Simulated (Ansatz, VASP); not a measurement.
# SrTiO3: VASP beside Ansatz

File INCAR:

```
ALGO     = Normal         # electronic algorithm
EDIFF    = 1E-6           # SCF threshold, eV
ENCUT    = 600            # plane-wave cutoff, eV
GGA      = PS             # functional
GGA_COMPAT= F            
ISIF     = 2              # what is computed and relaxed
ISMEAR   = 0              # smearing method
LASPH    = T              # aspherical terms in the spheres
LCHARG   = F              # write CHGCAR
LREAL    = F              # projectors in reciprocal space
LWAVE    = F              # write WAVECAR
NBANDS   = 28             # bands
NELM     = 120            # most SCF steps
PREC     = Accurate       # precision mode
SIGMA    = 0.02           # smearing width, eV
```

The input KPOINTS:

```
k-points
0
Gamma
  4 4 4
```

The input POSCAR:

```
SrTiO3
1.0
    3.8914188374      0.0000000000      0.0000000000
    0.0000000000      3.8914188374      0.0000000000
    0.0000000000      0.0000000000      3.8914188374
Sr Ti O
1 1 3
Direct
    0.0000000000      0.0000000000      0.0000000000
    0.5000000000      0.5000000000      0.5000000000
    0.5000000000      0.0000000000      0.5000000000
    0.5000000000      0.5000000000      0.0000000000
    0.0000000000      0.5000000000      0.5000000000
```

Input for Ansatz:

```yaml
crystal:
  lattice:
    - [3.8914188374, 0.0, 0.0]
    - [0.0, 3.8914188374, 0.0]
    - [0.0, 0.0, 3.8914188374]
  atoms:
    - { symbol: Sr, position: [0.0, 0.0, 0.0] }
    - { symbol: Ti, position: [0.5, 0.5, 0.5] }
    - { symbol: O, position: [0.5, 0.0, 0.5] }
    - { symbol: O, position: [0.5, 0.5, 0.0] }
    - { symbol: O, position: [0.0, 0.5, 0.5] }
basis:
  ecutwfc: 420
kpoints:
  mp_grid: { grid: [4, 4, 4] }
hamiltonian:
  xc: pbesol
  pseudopotentials: { kind: paw, azcp: { folder: soft_1 } }
scf:
  occupations: { method: gaussian, width: 0.02 }
output:
  forces: true
  stress: true
  eigenvalues: true
```

Alike in both runs: task single point; functional PBEsol; k mesh 4 × 4 × 4; occupations gaussian, width 0.02 eV; no spin polarisation.

|  | VASP | Ansatz |
| --- | --- | --- |
| version | VASP 6.6.1 | Ansatz 0.2.0 |
| potentials or method | VASP PAW PBE potentials, release 64 (Sr_sv, Ti_sv, O), cutoff 600 eV | scalar-relativistic, plane waves, PAW |
| valence electrons in the cell | 40 | 40 |

Ansatz gave:

- gap on the k mesh at the Fermi level (eV): 1.84
- least direct gap on the mesh (eV): 2.17
- pressure (GPa): 0.1

Task: What did VASP give for the same quantities?

Result: gap on the k mesh at the Fermi level (eV): 1.80; least direct gap on the mesh (eV): 2.15; pressure (GPa): 0.5.

VASP's potentials were made for PBE, not for PBEsol, and Ansatz warns of the same on its side.
